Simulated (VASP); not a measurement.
# SiNi (Pmmn) in VASP: a series of runs, part 2 of 2

VASP 6.6.1. The steps go on from the part before.

## (4) Single point, LDA, collinear spin, ferromagnetic start

This run uses another cell than the first one, of 11.51 Å³/atom, 1.085 times its volume.

INCAR

```
PREC     = Accurate       # precision mode
ENCUT    = 520            # plane-wave cutoff, eV
EDIFF    = 1E-6           # SCF threshold, eV
ISMEAR   = -1             # smearing method
SIGMA    = 0.05           # smearing width, eV
LREAL    = F              # projectors in reciprocal space
LASPH    = T              # aspherical terms in the spheres
NELM     = 150            # most SCF steps
ALGO     = Normal         # electronic algorithm
ISIF     = 2              # what is computed and relaxed
LWAVE    = F              # write WAVECAR
LCHARG   = F              # write CHGCAR
ISPIN    = 2              # spin polarisation
MAGMOM   = 1 1 0 0        # initial moments
LORBIT   = 11             # projections on sites
LMAXMIX  = 4              # l up to which the mixer works
GGA      = CA             # functional
NBANDS   = 26             # bands
```

KPOINTS

```
regular mesh
0
Gamma
  9 8 6
```

POSCAR

```
SiNi
1.0
    2.9622597754      0.0000000000      0.0000000000
    0.0000000000      3.3020501833      0.0000000000
    0.0000000000      0.0000000000      4.7084241314
Ni Si
2 2
Direct
    0.5000000000      0.5000000000      0.3424955900
    0.0000000000      0.0000000000      0.6575044100
    0.5000000000      0.5000000000      0.8431431600
    0.0000000000      0.0000000000      0.1568568400
```

Command:

```bash
> cat potpaw_LDA.64/Ni/POTCAR potpaw_LDA.64/Si/POTCAR > POTCAR
> mpirun -np 1 vasp_std > vasp.out
```

It took 72 s on 1 thread of Intel Xeon 6975P-C (Granite Rapids), shared host; peak memory 0.27 GiB.

It converged, with:

| Quantity | Value |
| --- | --- |
| Free energy | -27.2720 eV |
| Pressure | -8.2 GPa |
| Largest force | 0.273 eV/Å |
| Band gap on the k mesh | zero (filled and empty bands overlap) |
| Net moment | 0.00 μB per cell |
| Valence electrons inside the program's atomic spheres | Ni 9.57; Si 1.62 |

Forces on the atoms (eV/Å):
```
Ni   0.000  0.000 -0.055
Ni   0.000  0.000  0.055
Si   0.000  0.000 -0.273
Si   0.000  0.000  0.273
```

Stress tensor (GPa, compression positive):
```
 -6.60   0.00   0.00
  0.00  -7.43   0.00
  0.00   0.00 -10.62
```

Levels at points of the mesh, in eV from the Fermi level:
Spin up:
| k point | band 10 | band 11 | band 12 | band 13 | band 14 | band 15 | band 16 | band 17 | band 18 | band 19 |
| --- | --- | --- | --- | --- | --- | --- | --- | --- | --- | --- |
| (0.00, 0.00, 0.00) | -2.68 | -2.31 | -2.03 | -1.99 | -1.32 | 1.23 | 2.65 | 5.07 | 5.53 | 7.09 |
| (0.00, 0.50, 0.00) | -2.74 | -2.24 | -2.24 | -2.16 | -2.16 | 1.11 | 1.11 | 4.90 | 4.90 | 7.82 |
| (0.00, 0.00, 0.50) | -2.76 | -2.67 | -2.08 | 1.08 | 1.62 | 1.98 | 2.37 | 2.85 | 3.56 | 4.45 |
| (0.00, 0.50, 0.50) | -2.53 | -2.03 | -2.03 | -2.03 | -2.03 | 5.18 | 5.18 | 5.30 | 5.30 | 7.11 |
Spin down:
| k point | band 12 | band 13 | band 14 | band 15 | band 16 | band 17 |
| --- | --- | --- | --- | --- | --- | --- |
| (0.00, 0.00, 0.00) | -2.03 | -1.99 | -1.32 | 1.23 | 2.65 | 5.07 |
| (0.00, 0.50, 0.00) | -2.24 | -2.16 | -2.16 | 1.11 | 1.11 | 4.90 |
| (0.00, 0.00, 0.50) | -2.08 | 1.08 | 1.62 | 1.98 | 2.37 | 2.85 |
| (0.00, 0.50, 0.50) | -2.03 | -2.03 | -2.03 | 5.18 | 5.18 | 5.30 |

## (5) Single point, BLYP, collinear spin, ferromagnetic start

This run uses another cell than the first one, of 11.51 Å³/atom, 1.085 times its volume.

INCAR

```
  AGGAC = 1.0
  AGGAX = 1.0
  ALDAC = 0.0
  ALDAX = 1.0
  ALGO = Normal
  EDIFF = 1E-6
  ENCUT = 520
  GGA = B5
  ISIF = 2
  ISMEAR = -1
  ISPIN = 2
  LASPH = True
  LCHARG = False
  LMAXMIX = 4
  LORBIT = 11
  LREAL = False
  LWAVE = False
  MAGMOM = 1 1 0 0
  NBANDS = 26
  NELM = 150
  PREC = Accurate
  SIGMA = 0.05
```

KPOINTS

```
k-points
0
Gamma
  9 8 6
```

POSCAR is that of step 4.

Potentials or basis: VASP PAW PBE potentials, release 64 (Ni, Si).

Command:

```bash
> cat potpaw_PBE.64/Ni/POTCAR potpaw_PBE.64/Si/POTCAR > POTCAR
> mpirun -np 1 vasp_std > vasp.out
```

OUTCAR:

```text
EDIFF = 1E-6
   ENCUT = 520
   GGA = B5
   ISIF = 2
   ISMEAR = -1
   ISPIN = 2
   LASPH = True
   LORBIT = 11
   LREAL = False
   NELM = 150
   PREC = Accurate

 ion  position               nearest neighbor table
   1  0.500  0.500  0.342-   3 2.35   3 2.36   4 2.38   4 2.38   4 2.38   4 2.38   2 2.67   2 2.67
                             2 2.67   2 2.67
   2  0.000  0.000  0.658-   4 2.35   4 2.36   3 2.38   3 2.38   3 2.38   3 2.38   1 2.67   1 2.67
                             1 2.67   1 2.67
   3  0.500  0.500  0.843-   1 2.35   1 2.36   2 2.38   2 2.38   2 2.38   2 2.38   4 2.66   4 2.66
                             4 2.66   4 2.66
   4  0.000  0.000  0.157-   2 2.35   2 2.36   1 2.38   1 2.38   1 2.38   1 2.38   3 2.66   3 2.66
                             3 2.66   3 2.66

  LATTYP: Found a simple orthorhombic cell.
 ALAT       =     2.9622597754
 B/A-ratio  =     1.1147064855
 C/A-ratio  =     1.5894703667

  Lattice vectors:

 A1 = (   2.9622597754,   0.0000000000,   0.0000000000)
[... 915 lines left out ...]
      5       8.2031      1.00000
      6       8.9812      1.00000
[... 685 lines left out ...]
     25      28.8942      0.00000
     26      28.8942      0.00000

 [... further k-points ...]
[... 5 lines left out ...]
  --------------------------------------------------------------------------------------
  -------------------------------------------------------------------------------------
  Total        4.0926716      3.6886498      2.6176334      0.0000000      0.0000000      0.0000000
  in kB      142.3754442    128.3203768     91.0619657      0.0000000      0.0000000      0.0000000
  external PRESSURE =     120.5859289 kB  Pullay stress =       0.0000000 kB

 VOLUME and BASIS-vectors are now :
 -----------------------------------------------------------------------------
  energy-cutoff  :      520.00
  volume of cell :       46.06
      direct lattice vectors                 reciprocal lattice vectors
     2.962259775  0.000000000  0.000000000     0.337580116  0.000000000  0.000000000
     0.000000000  3.302050183  0.000000000     0.000000000  0.302842157  0.000000000
     0.000000000  0.000000000  4.708424131     0.000000000  0.000000000  0.212385285

 POSITION                                       TOTAL-FORCE (eV/Angst)
 -----------------------------------------------------------------------------------
      1.48113      1.65103      1.61261         0.000000      0.000000     -0.161841
      0.00000      0.00000      3.09581         0.000000      0.000000      0.161841
      1.48113      1.65103      3.96988         0.000000      0.000000     -0.180050
      0.00000      0.00000      0.73855         0.000000      0.000000      0.180050
 -----------------------------------------------------------------------------------
    total drift:                                0.000000      0.000000     -0.000000

  FREE ENERGIE OF THE ION-ELECTRON SYSTEM (eV)
  ---------------------------------------------------
  free  energy   TOTEN  =       -19.3540567970 eV

  energy  without entropy=      -19.3456320474  energy(sigma->0) =      -19.34984442

 total charge

# of ion       s       p       d       tot
------------------------------------------
    1        0.479   0.597   8.514   9.589
    2        0.479   0.597   8.514   9.589
    3        0.761   0.867   0.000   1.628
    4        0.761   0.867   0.000   1.628
--------------------------------------------------
tot          2.479   2.928  17.027  22.434

 magnetization (x)

# of ion       s       p       d       tot
------------------------------------------
    1       -0.000  -0.000   0.000   0.000
    2       -0.000  -0.000   0.000   0.000
    3       -0.000   0.000   0.000   0.000
    4       -0.000   0.000   0.000   0.000
--------------------------------------------------
tot         -0.000  -0.000   0.000   0.000
```

stdout:

```text
POSCAR found type information on POSCAR NiSi
 POSCAR found :  2 types and       4 ions
 scaLAPACK will be used
 -----------------------------------------------------------------------------
|                                                                             |
|                                                                             |
|     You enforced a specific xc type in the INCAR file but a different       |
|     I HOPE YOU KNOW WHAT YOU ARE DOING!                                     |
|                                                                             |
 -----------------------------------------------------------------------------

 LDA part: xc-table for (Slater(with rela. corr.)+VWN5), standard interpolation
 POSCAR, INCAR and KPOINTS ok, starting setup
 FFT: planning ... GRIDC
 FFT: planning ... GRID_SOFT
 FFT: planning ... GRID
 WAVECAR not read
 entering main loop
```

Wall time 84 s (1 thread of Intel Xeon 6975P-C (Granite Rapids), shared host); peak memory 0.3 GiB.

Results:

| Quantity | Value |
| --- | --- |
| Free energy | -19.3541 eV |
| Pressure | 12.1 GPa |
| Largest force | 0.180 eV/Å |
| Band gap on the k mesh | zero (filled and empty bands overlap) |
| Net moment | 0.00 μB per cell |
| Valence electrons inside the program's atomic spheres | Ni 9.59; Si 1.63 |

Forces on the atoms (eV/Å):
```
Ni   0.000  0.000 -0.162
Ni   0.000  0.000  0.162
Si   0.000  0.000 -0.180
Si   0.000  0.000  0.180
```

Caveat: the PAW data sets were made with another functional, which shifts forces and pressure a little.

## (6) Single point, PBE, collinear spin, ferromagnetic start

This run uses another cell than the first one, of 11.71 Å³/atom, 1.103 times its volume.

INCAR

```
PREC = Accurate ; ENCUT = 520
EDIFF = 1E-6 ; ISMEAR = -1
SIGMA = 0.05 ; LREAL = F
LASPH = T ; NELM = 150
ALGO = Normal ; ISIF = 2
LWAVE = F ; LCHARG = T
ISPIN = 2 ; MAGMOM = 1 1 0 0
LORBIT = 11 ; LMAXMIX = 4
GGA = PE ; LELF = T
LVHAR = T ; NBANDS = 26
```

KPOINTS

```
regular mesh
0
Gamma
  9 8 6
```

POSCAR

```
SiNi
1.0
    2.9975683091      0.0000000000      0.0000000000
    0.0000000000      3.3190445389      0.0000000000
    0.0000000000      0.0000000000      4.7061561468
Ni Si
2 2
Direct
    0.5000000000      0.5000000000      0.3421944276
    0.0000000000      0.0000000000      0.6578055724
    0.5000000000      0.5000000000      0.8426252627
    0.0000000000      0.0000000000      0.1573747373
```

Potentials or basis: VASP PAW PBE potentials, release 64 (Ni, Si).

Command:

```bash
> cat potpaw_PBE.64/Ni/POTCAR potpaw_PBE.64/Si/POTCAR > POTCAR
> mpirun -np 1 vasp_std > vasp.out
```

OUTCAR:

```text
PREC = Accurate
   ENCUT = 520
   EDIFF = 1E-6
   ISMEAR = -1
   LREAL = F
   LASPH = T
   NELM = 150
   ISIF = 2
   ISPIN = 2
   LORBIT = 11
   GGA = PE

 ion  position               nearest neighbor table
   1  0.500  0.500  0.342-   3 2.35   3 2.36   4 2.40   4 2.40   4 2.40   4 2.40   2 2.68   2 2.68
                             2 2.68   2 2.68
   2  0.000  0.000  0.658-   4 2.35   4 2.36   3 2.40   3 2.40   3 2.40   3 2.40   1 2.68   1 2.68
                             1 2.68   1 2.68
   3  0.500  0.500  0.843-   1 2.35   1 2.36   2 2.40   2 2.40   2 2.40   2 2.40   4 2.68   4 2.68
                             4 2.68   4 2.68
[... 1634 lines left out ...]
     0.000000000  3.319044539  0.000000000     0.000000000  0.301291528  0.000000000
     0.000000000  0.000000000  4.706156147     0.000000000  0.000000000  0.212487637

 POSITION                                       TOTAL-FORCE (eV/Angst)
 -----------------------------------------------------------------------------------
      1.49878      1.65952      1.61042         0.000000      0.000000      0.007008
      0.00000      0.00000      3.09574         0.000000      0.000000     -0.007008
      1.49878      1.65952      3.96553         0.000000      0.000000      0.002393
      0.00000      0.00000      0.74063         0.000000      0.000000     -0.002393
 -----------------------------------------------------------------------------------
    total drift:                                0.000000      0.000000     -0.000000

  FREE ENERGIE OF THE ION-ELECTRON SYSTEM (eV)
  ---------------------------------------------------
  free  energy   TOTEN  =       -23.6217674976 eV

  energy  without entropy=      -23.6132646032  energy(sigma->0) =      -23.61751605

 total charge

# of ion       s       p       d       tot
------------------------------------------
    1        0.471   0.589   8.458   9.517
    2        0.471   0.589   8.458   9.517
    3        0.750   0.849   0.000   1.599
    4        0.750   0.849   0.000   1.599
--------------------------------------------------
tot          2.441   2.875  16.916  22.232

 magnetization (x)

# of ion       s       p       d       tot
------------------------------------------
    1       -0.000  -0.000  -0.000  -0.000
    2       -0.000  -0.000  -0.000  -0.000
    3       -0.000   0.000   0.000  -0.000
    4       -0.000   0.000   0.000  -0.000
--------------------------------------------------
tot         -0.000   0.000  -0.000  -0.000
```

OSZICAR:

```text
N       E                     dE             d eps       ncg     rms          rms(c)
DAV:   1     0.147692295439E+03    0.14769E+03   -0.11841E+04 10416   0.126E+03
DAV:   2    -0.169399529795E+02   -0.16463E+03   -0.15227E+03 10478   0.260E+02
DAV:   3    -0.265583860063E+02   -0.96184E+01   -0.92765E+01 12564   0.709E+01
DAV:   4    -0.267573168696E+02   -0.19893E+00   -0.19835E+00 12208   0.922E+00
DAV:   5    -0.267624507958E+02   -0.51339E-02   -0.51328E-02 12778   0.157E+00    0.206E+01
DAV:   6    -0.321857498892E+02   -0.54233E+01   -0.43280E+01 12520   0.121E+02    0.270E+01
DAV:   7    -0.236836450749E+02    0.85021E+01   -0.17716E+01 12544   0.768E+01    0.364E+00
DAV:   8    -0.236577792949E+02    0.25866E-01   -0.11662E+00 15482   0.114E+01    0.232E+00
DAV:   9    -0.236223474707E+02    0.35432E-01   -0.14086E-01 14722   0.476E+00    0.509E-01
DAV:  10    -0.236221246818E+02    0.22279E-03   -0.39969E-03 14558   0.615E-01    0.313E-01
DAV:  11    -0.236218803766E+02    0.24431E-03   -0.25901E-04 14290   0.125E-01    0.182E-01
DAV:  12    -0.236217753410E+02    0.10504E-03   -0.18373E-04 14952   0.213E-01    0.400E-02
DAV:  13    -0.236217716210E+02    0.37200E-05   -0.19488E-05 14774   0.441E-02    0.211E-02
DAV:  14    -0.236217688358E+02    0.27852E-05   -0.13653E-06  8116   0.168E-02    0.966E-03
DAV:  15    -0.236217674567E+02    0.13791E-05   -0.13037E-06  6748   0.120E-02    0.111E-03
DAV:  16    -0.236217674976E+02   -0.40868E-07   -0.61255E-07  5654   0.706E-03
   1 F= -.23621767E+02 E0= -.23617516E+02  d E =-.850289E-02  mag=    -0.0000
```

stdout:

```text
POSCAR found type information on POSCAR NiSi
 POSCAR found :  2 types and       4 ions
 scaLAPACK will be used
 LDA part: xc-table for (Slater+PW92), standard interpolation
 POSCAR, INCAR and KPOINTS ok, starting setup
 FFT: planning ... GRIDC
 FFT: planning ... GRID_SOFT
 FFT: planning ... GRID
 WAVECAR not read
 entering main loop
```

It took 84 s on 1 thread of Intel Xeon 6975P-C (Granite Rapids), shared host; peak memory 0.3 GiB.

Results:

* Free energy: -23.6218 eV
* Pressure: 0.1 GPa
* Largest force: 0.007 eV/Å
* Band gap on the k mesh: zero (filled and empty bands overlap)
* Net moment: 0.00 μB per cell
* Valence electrons inside the program's atomic spheres: Ni 9.52; Si 1.60

Forces in eV/Å, atoms in the order of the input:
```
Ni   0.000  0.000  0.007
Ni   0.000  0.000 -0.007
Si   0.000  0.000  0.002
Si   0.000  0.000 -0.002
```

Stress tensor (GPa, compression positive):
```
-0.03  0.00  0.00
 0.00  0.04  0.00
 0.00  0.00  0.28
```

## (7) The runs side by side

| level | potentials or basis | cell | gap on the mesh (eV) | pressure (GPa) | moment (μB) | largest force (eV/Å) |
| --- | --- | --- | --- | --- | --- | --- |
| BLYP | VASP PAW PBE potentials, release 64 (Ni, Si) | a = 2.883, b = 3.213, c = 4.582 Å, 4 atoms | none | 32.0 | 0.00 | 0.07 |
| LDA | VASP PAW LDA potentials, release 64 (Ni, Si) | a = 2.903, b = 3.236, c = 4.614 Å, 4 atoms | none | 4.1 | 0.00 | 0.16 |
| LDA | VASP PAW LDA potentials, release 64 (Ni, Si) | a = 2.962, b = 3.302, c = 4.708 Å, 4 atoms | none | -8.2 | 0.00 | 0.27 |
| BLYP | VASP PAW PBE potentials, release 64 (Ni, Si) | a = 2.962, b = 3.302, c = 4.708 Å, 4 atoms | none | 12.1 | 0.00 | 0.18 |
| PBE | VASP PAW PBE potentials, release 64 (Ni, Si) | a = 2.998, b = 3.319, c = 4.706 Å, 4 atoms | none | 0.1 | 0.00 | 0.01 |

Alike in all rows: task single point; spin collinear, ferromagnetic start; k mesh 9 × 8 × 6; cutoff (eV) 520; smearing fermi-dirac 0.05 eV.

Caveats: the PAW data sets were made with another functional, which shifts forces and pressure a little (some runs).

Total energies depend on the potentials used, so only differences within one code and one set of settings carry meaning.
